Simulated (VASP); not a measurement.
# BaTiO3 (R3m) in VASP: single point with r2SCAN+U

Aim: the single point of BaTiO3 with r2SCAN+U.

Everything below comes from runs of VASP 6.6.1. Logs are shortened: lines on timing, memory, paths and dates and some standing lists are left out, and cuts for length are marked.

## (1) The cell of the first run

Symmetry: R3m, No. 160, trigonal system. Conventional cell: a = 5.663 Å, b = 5.663 Å, c = 6.965 Å, α = 90.00°, β = 90.00°, γ = 120.00°. Ba (site symmetry 3m) has 12 O at 2.77 to 2.91 Å and 8 Ti at 3.40 to 3.57 Å within 3.7 Å. Within 2.5 Å of Ti (site symmetry 3m) lie 6 O at 1.88 to 2.14 Å. Within 2.5 Å of O (site symmetry m) lie 2 Ti at 1.88 to 2.14 Å. Within 2.5 Å of O (site symmetry m) lie 2 Ti at 1.88 to 2.14 Å.

## (2) Single point, r2SCAN+U, collinear spin, zero start

POSCAR

```
BaTiO3
1.0
    4.0100161700      0.0000000000      0.0000000000
    0.0223958300      8.0199922700      0.0000000000
    0.0111979200      0.0111678700      4.0099861200
Ba Ti O
2 2 6
Direct
    0.0000000000      0.0000000000      0.0000000000
    0.0000000000      0.5000000000      0.0000000000
    0.4880000000      0.2440000000      0.4880000000
    0.4880000000      0.7440000000      0.4880000000
    0.5116000000      0.2558000000      0.0195000000
    0.5116000000      0.7558000000      0.0195000000
    0.0195000000      0.2558000000      0.5116000000
    0.0195000000      0.7558000000      0.5116000000
    0.5116000000      0.0097500000      0.5116000000
    0.5116000000      0.5097500000      0.5116000000
```

INCAR.step1

```
PREC = Accurate
ENCUT = 520
ISMEAR = -1
SIGMA = 0.1
LREAL = F
LASPH = T
NELM = 150
ISPIN = 2
MAGMOM = 0 0 0 0 0 0 0 0 0 0
LMAXMIX = 4
LDAU = T
LDAUTYPE = 1
LDAUL = -1 2 -1
LDAUU = 0 7.59 0
LDAUJ = 0 0.79 0
NBANDS = 55
GGA = PE
ALGO = Normal
EDIFF = 1E-4
LWAVE = T
LCHARG = F
```

INCAR.step2

```
PREC = Accurate
ENCUT = 520
EDIFF = 1E-6
ISMEAR = -1
SIGMA = 0.1
LREAL = F
LASPH = T
NELM = 150
ALGO = Normal
ISIF = 2
LWAVE = F
LCHARG = F
ISPIN = 2
MAGMOM = 0 0 0 0 0 0 0 0 0 0
LORBIT = 11
LMAXMIX = 4
LDAU = T
LDAUTYPE = 1
LDAUL = -1 2 -1
LDAUU = 0 7.59 0
LDAUJ = 0 0.79 0
LDAUPRINT = 1
METAGGA = R2SCAN
LMIXTAU = T
NBANDS = 55
ISTART = 1
```

KPOINTS

```
Automatic mesh
0
Gamma
  5 3 5
```

Potentials or basis: VASP PAW PBE potentials, release 64 (Ba_sv, Ti_sv, O).

On the command line:

```bash
$ cat potpaw_PBE.64/Ba_sv/POTCAR potpaw_PBE.64/Ti_sv/POTCAR potpaw_PBE.64/O/POTCAR > POTCAR
$ cp INCAR.step1 INCAR
$ mpirun -np 1 vasp_std > vasp.out
$ cp INCAR.step2 INCAR
$ mpirun -np 1 vasp_std > vasp.out
```

OUTCAR:

```text
PREC = Accurate
   ENCUT = 520
   EDIFF = 1E-6
   ISMEAR = -1
   LREAL = F
   LASPH = T
   NELM = 150
   ISIF = 2
   ISPIN = 2
   LORBIT = 11
   METAGGA = R2SCAN
   ISTART = 1

 ion  position               nearest neighbor table
   1  0.000  0.000  0.000-   6 2.77   8 2.77   9 2.77   7 2.83   5 2.83   6 2.83   8 2.83   9 2.83
                             9 2.83   5 2.91   7 2.91   9 2.91   3 3.40   4 3.44   3 3.44   3 3.44
   2  0.000  0.500  0.000-   5 2.77   7 2.77  10 2.77   8 2.83   6 2.83   5 2.83   7 2.83  10 2.83
                            10 2.83   6 2.91   8 2.91  10 2.91   4 3.40   3 3.44   4 3.44   4 3.44
   3  0.488  0.244  0.488-   9 1.88   7 1.88   5 1.88  10 2.14   7 2.14   5 2.14   1 3.40   2 3.44
                             1 3.44   1 3.44   2 3.50   1 3.50   2 3.50   2 3.57
   4  0.488  0.744  0.488-  10 1.88   8 1.88   6 1.88   9 2.14   8 2.14   6 2.14   2 3.40   1 3.44
                             2 3.44   2 3.44   1 3.50   2 3.50   1 3.50   1 3.57
   5  0.512  0.256  0.020-   3 1.88   3 2.14   2 2.77   1 2.83   2 2.83   1 2.91
   6  0.512  0.756  0.020-   4 1.88   4 2.14   1 2.77   2 2.83   1 2.83   2 2.91
   7  0.020  0.256  0.512-   3 1.88   3 2.14   2 2.77   1 2.83   2 2.83   1 2.91
   8  0.020  0.756  0.512-   4 1.88   4 2.14   1 2.77   2 2.83   1 2.83   2 2.91
   9  0.512  0.010  0.512-   3 1.88   4 2.14   1 2.77   1 2.83   1 2.83   1 2.91
  10  0.512  0.510  0.512-   4 1.88   3 2.14   2 2.77   2 2.83   2 2.83   2 2.91

  LATTYP: Found a base centered monoclinic cell.
 ALAT       =     5.6789326604
 B/A-ratio  =     0.9972114014
 C/A-ratio  =     1.4122413523
 COS(beta)  =    -0.0039438791

  Lattice vectors:

 A1 = (  -0.0111979200,  -0.0111678700,  -4.0099861200)
 A2 = (  -4.0100161700,   0.0000000000,   0.0000000000)
 A3 = (   0.0223958300,   8.0199922700,   0.0000000000)

Analysis of symmetry for initial positions (statically):
=====================================================================
 Subroutine PRICEL returns following result:

  LATTYP: Found a trigonal (rhomboedric) cell.
 ALAT       =     4.0100173064
 COS(alpha) =     0.0027924867
[... 12 lines left out ...]
 Subroutine GETGRP returns: Found  2 space group operations
 (whereof  2 operations were pure point group operations)
 out of a pool of  4 trial point group operations.

The static configuration has the point symmetry C_1h.

Analysis of symmetry for dynamics (positions and initial velocities):
=====================================================================
 Subroutine PRICEL returns following result:

  LATTYP: Found a trigonal (rhomboedric) cell.
 ALAT       =     4.0100173064
 COS(alpha) =     0.0027924867
[... 12 lines left out ...]
 Subroutine GETGRP returns: Found  2 space group operations
 (whereof  2 operations were pure point group operations)
 out of a pool of  4 trial point group operations.

The dynamic configuration has the point symmetry C_1h.

Analysis of structural, dynamic, and magnetic symmetry:
=====================================================================
 Subroutine PRICEL returns following result:

  LATTYP: Found a trigonal (rhomboedric) cell.
 ALAT       =     4.0100173064
 COS(alpha) =     0.0027924867
[... 12 lines left out ...]
 Subroutine GETGRP returns: Found  2 space group operations
 (whereof  2 operations were pure point group operations)
 out of a pool of  4 trial point group operations.

The overall configuration has the point symmetry C_1h.

 Subroutine INISYM returns: Found  2 space group operations
 (whereof  2 operations are pure point group operations),
 and found     2 'primitive' translations

----------------------------------------------------------------------------------------

                                     Primitive cell

  volume of cell :      64.4812

  direct lattice vectors                    reciprocal lattice vectors
     4.010016170  0.000000000  0.000000000     0.249375553 -0.000696381 -0.000694444
     0.011197915  4.009996135  0.000000000     0.000000000  0.249376799 -0.000694518
[... 174 lines left out ...]
 -0.0005  0.0908 -0.0026 -0.0005  0.0053
  0.0059 -0.0026  0.2353 -0.0026  0.0001
 -0.0004 -0.0005 -0.0026  0.0909 -0.0053
 -0.0004  0.0053  0.0001 -0.0053  0.2352

spin component  2

  0.0908 -0.0005  0.0059 -0.0004 -0.0004
 -0.0005  0.0908 -0.0026 -0.0005  0.0053
  0.0059 -0.0026  0.2353 -0.0026  0.0001
 -0.0004 -0.0005 -0.0026  0.0909 -0.0053
 -0.0004  0.0053  0.0001 -0.0053  0.2352

 occupancies and eigenvectors

  o =  0.0899  v = -0.5855 -0.5823  0.0032 -0.5640 -0.0009  0.0000  0.0000  0.0000  0.0000  0.0000      0.0000  0.0000  0.0000  0.0000  0.0000  0.0000  0.0000  0.0000  0.0000  0.0000
  o =  0.0899  v =  0.0000  0.0000  0.0000  0.0000  0.0000 -0.5855 -0.5823  0.0032 -0.5640 -0.0009      0.0000  0.0000  0.0000  0.0000  0.0000  0.0000  0.0000  0.0000  0.0000  0.0000
  o =  0.0909  v = -0.4257 -0.3701  0.0256  0.8242  0.0427  0.0000  0.0000  0.0000  0.0000  0.0000      0.0000  0.0000  0.0000  0.0000  0.0000  0.0000  0.0000  0.0000  0.0000  0.0000
  o =  0.0909  v =  0.0000  0.0000  0.0000  0.0000  0.0000 -0.4248 -0.3711  0.0256  0.8242  0.0428      0.0000  0.0000  0.0000  0.0000  0.0000  0.0000  0.0000  0.0000  0.0000  0.0000
  o =  0.0909  v =  0.6887 -0.7227 -0.0407  0.0309  0.0297  0.0000  0.0000  0.0000  0.0000  0.0000      0.0000  0.0000  0.0000  0.0000  0.0000  0.0000  0.0000  0.0000  0.0000  0.0000
  o =  0.0909  v =  0.0000  0.0000  0.0000  0.0000  0.0000  0.6892 -0.7222 -0.0407  0.0298  0.0297      0.0000  0.0000  0.0000  0.0000  0.0000  0.0000  0.0000  0.0000  0.0000  0.0000
  o =  0.2356  v = -0.0367  0.0341 -0.8645 -0.0027  0.5001  0.0000  0.0000  0.0000  0.0000  0.0000      0.0000  0.0000  0.0000  0.0000  0.0000  0.0000  0.0000  0.0000  0.0000  0.0000
  o =  0.2356  v =  0.0000  0.0000  0.0000  0.0000  0.0000 -0.0367  0.0341 -0.8645 -0.0027  0.5001      0.0000  0.0000  0.0000  0.0000  0.0000  0.0000  0.0000  0.0000  0.0000  0.0000
  o =  0.2357  v =  0.0180  0.0228  0.5003 -0.0409  0.8644  0.0000  0.0000  0.0000  0.0000  0.0000      0.0000  0.0000  0.0000  0.0000  0.0000  0.0000  0.0000  0.0000  0.0000  0.0000
  o =  0.2357  v =  0.0000  0.0000  0.0000  0.0000  0.0000  0.0180  0.0228  0.5003 -0.0409  0.8644      0.0000  0.0000  0.0000  0.0000  0.0000  0.0000  0.0000  0.0000  0.0000  0.0000

 number of electron      80.0000003 magnetization       0.0000000

 Free energy of the ion-electron system (eV)
  ---------------------------------------------------
  ext. energy  EPLUGINS =         0.00000000
  ---------------------------------------------------
  free energy    TOTEN  =      -139.63451914 eV

  energy without entropy =     -139.63451913  energy(sigma->0) =     -139.63451914

 E-fermi :   5.4594     XC(G=0): -11.8802

 val. band max:        3.5790256445   @ k =   0.4000   0.0000   0.4000
 cond. band min:       7.2415813438   @ k =   0.0000   0.0000   0.0000
 fundamental gap:      3.6625556993
 Fermi energy:         5.4594294464

 spin component 1

 k-point     1 :       0.0000    0.0000    0.0000
  band No.  band energies     occupation
      1     -56.6870      1.00000
      2     -56.6861      1.00000
      3     -31.8377      1.00000
      4     -31.7963      1.00000
      5     -31.7927      1.00000
      6     -31.7907      1.00000
[... 1309 lines left out ...]
     51      11.8389      0.00000
     52      12.0359      0.00000
 Fermi energy:         5.4594294464

 spin component 2

 k-point     1 :       0.0000    0.0000    0.0000
  band No.  band energies     occupation
      1     -56.6870      1.00000
      2     -56.6861      1.00000
      3     -31.8377      1.00000
      4     -31.7963      1.00000
      5     -31.7927      1.00000
      6     -31.7907      1.00000
[... 1309 lines left out ...]
     51      11.8389      0.00000
     52      12.0359      0.00000
 [bands above 52 left out]

------------------------ aborting loop because EDIFF is reached ----------------------------------------

  FORCE on cell =-STRESS in cart. coord.  units (eV):
  Direction    XX          YY          ZZ          XY          YZ          ZX
  --------------------------------------------------------------------------------------
  -------------------------------------------------------------------------------------
  Total        7.2174325      7.2178969      7.2208423     -0.3059337     -0.3042341     -0.3055631
  in kB       89.6665315     89.6723015     89.7088936     -3.8007989     -3.7796841     -3.7961955
  external PRESSURE =      89.6825755 kB  Pullay stress =       0.0000000 kB

 VOLUME and BASIS-vectors are now :
 -----------------------------------------------------------------------------
  energy-cutoff  :      520.00
  volume of cell :      128.96
      direct lattice vectors                 reciprocal lattice vectors
     4.010016170  0.000000000  0.000000000     0.249375553 -0.000696381 -0.000694444
     0.022395830  8.019992270  0.000000000     0.000000000  0.124688399 -0.000347259
     0.011197920  0.011167870  4.009986120     0.000000000  0.000000000  0.249377422

 POSITION                                       TOTAL-FORCE (eV/Angst)
 -----------------------------------------------------------------------------------
      0.00000      0.00000      0.00000         0.001820      0.001708      0.001810
      0.01120      4.01000      0.00000         0.001820      0.001708      0.001810
      1.96782      1.96233      1.95687         1.102083      1.097111      1.095959
      1.97901      5.97232      1.95687         1.102083      1.097111      1.095959
      2.05747      2.05173      0.07819        -0.022883     -0.022823     -1.056509
      2.06867      6.06173      0.07819        -0.022883     -0.022823     -1.056509
      0.08965      2.05723      2.05151        -1.056628     -0.019936     -0.019877
      0.10085      6.06722      2.05151        -1.056628     -0.019936     -0.019877
      2.05747      0.08391      2.05151        -0.024391     -1.056060     -0.021382
      2.06867      4.09390      2.05151        -0.024391     -1.056060     -0.021382
 -----------------------------------------------------------------------------------
    total drift:                                0.000040      0.000027      0.000073

  FREE ENERGIE OF THE ION-ELECTRON SYSTEM (eV)
  ---------------------------------------------------
  free  energy   TOTEN  =      -139.6345191448 eV

  energy  without entropy=     -139.6345191284  energy(sigma->0) =     -139.63451914

 total charge

# of ion       s       p       d       tot
------------------------------------------
    1        2.019   5.670   0.311   8.000
    2        2.019   5.670   0.311   8.000
    3        2.234   6.303   1.461   9.997
    4        2.234   6.303   1.461   9.997
    5        1.567   3.534   0.000   5.102
    6        1.567   3.534   0.000   5.102
    7        1.567   3.534   0.000   5.102
    8        1.567   3.534   0.000   5.102
    9        1.567   3.534   0.000   5.102
   10        1.567   3.534   0.000   5.102
--------------------------------------------------
tot         17.909  45.153   3.542  66.603

 magnetization (x)

# of ion       s       p       d       tot
------------------------------------------
    1        0.000  -0.000   0.000   0.000
    2        0.000  -0.000   0.000   0.000
    3        0.000  -0.000   0.000   0.000
    4        0.000  -0.000   0.000   0.000
    5        0.000  -0.000   0.000  -0.000
    6        0.000  -0.000   0.000  -0.000
    7        0.000  -0.000   0.000  -0.000
    8        0.000  -0.000   0.000  -0.000
    9        0.000  -0.000   0.000  -0.000
   10        0.000  -0.000   0.000  -0.000
--------------------------------------------------
tot          0.000  -0.000   0.000   0.000
```

Run time: 19 min. Hardware: 1 thread of Oxide Virtual Turin-like, shared host; peak memory 0.42 GiB.

Results:

```
Free energy                                           : -139.6345 eV
Pressure                                              : 9.0 GPa
Largest force                                         : 1.902 eV/Å
Band gap on the k mesh                                : 3.66 eV
Net moment                                            : 0.00 μB per cell
Valence electrons inside the program's atomic spheres : Ba 8.00; Ti 10.00; O 5.10
```

Forces on the atoms (eV/Å):
```
Ba   0.002  0.002  0.002
Ba   0.002  0.002  0.002
Ti   1.102  1.097  1.096
Ti   1.102  1.097  1.096
O   -0.023 -0.023 -1.057
O   -0.023 -0.023 -1.057
O   -1.057 -0.020 -0.020
O   -1.057 -0.020 -0.020
O   -0.024 -1.056 -0.021
O   -0.024 -1.056 -0.021
```

Eigenvalues of the final occupation matrices:
```csv
site,spin,trace,eigenvalues
site 3 d,1,0.74,0.09 0.09 0.09 0.24 0.24
site 3 d,2,0.74,0.09 0.09 0.09 0.24 0.24
site 4 d,1,0.74,0.09 0.09 0.09 0.24 0.24
site 4 d,2,0.74,0.09 0.09 0.09 0.24 0.24
```

Caveat: the cell stands under pressure; the PAW data sets were made with another functional, which shifts forces and pressure a little; spin-orbit coupling is left out, which moves the levels of the heavy elements.
